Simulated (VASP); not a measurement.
**Li3H8: single point with PBE**

The system is Li3H8.

```
Li H
1.0
     4.98580    0.00000    0.00000
    -2.49290    4.31783    0.00000
     0.00000    0.00000    3.67456
Li H
3 8
Direct
  0.50447 0.49553 0.63579
  0.50447 0.00895 0.63579
  0.99105 0.49553 0.63579
  0.72917 0.68021 0.44205
  0.31979 0.04896 0.44205
  0.95104 0.27083 0.44205
  0.31979 0.27083 0.44205
  0.95104 0.68021 0.44205
  0.72917 0.04896 0.44205
  0.33333 0.66667 0.19119
  0.33333 0.66667 0.52157
```

The cell was generated, and may not be a known phase.

```json
{"Program": "VASP 6.6.1", "Task": "single point", "Functional": "PBE", "Potentials or basis": "VASP PAW PBE potentials, release 64 (Li_sv, H)", "Cutoff": "520 eV", "k mesh": "6 × 6 × 6", "Occupations": "gaussian, width 0.1 eV", "Spin": "no spin polarisation"}
```

```yaml
Largest_force: 5.095 eV/Å
Band_gap_on_the_k_mesh: zero (an odd number of electrons rules out a gap without spin polarisation)
```

Forces in eV/Å, atoms in the order of the input:
```
Li  -0.896  0.517  4.852
Li   0.000 -1.035  4.852
Li   0.896  0.517  4.852
H    3.750  2.578 -2.292
H   -4.108  1.958 -2.292
H    0.358 -4.537 -2.292
H   -0.358 -4.537 -2.292
H   -3.750  2.578 -2.292
H    4.108  1.958 -2.292
H    0.000  0.000 -0.508
H    0.000  0.000 -0.300
```

Levels at points of the mesh, in eV from the Fermi level:
```tsv
k point	band 5	band 6	band 7	band 8	band 9	band 10	band 11	band 12
(0.00, 0.00, 0.00)	-6.69	-6.69	-6.21	-0.80	-0.80	0.52	2.19	3.12
(0.50, 0.00, 0.00)	-8.60	-6.74	-6.43	0.27	1.24	1.77	2.70	3.15
(0.00, 0.00, 0.50)	-6.44	-6.44	-5.51	-2.89	-0.62	-0.62	1.31	3.86
(0.50, 0.00, 0.50)	-8.21	-6.50	-5.89	-2.28	-0.02	0.67	1.82	2.14
```

Run time: 51 s on 1 thread of Intel(R) Xeon(R) 6975P-C (Granite Rapids), on a shared host, peak memory 0.2 GiB.

Caveat: forces of over 1 eV/Å act on the atoms, so gaps and moduli don't describe the material at rest.
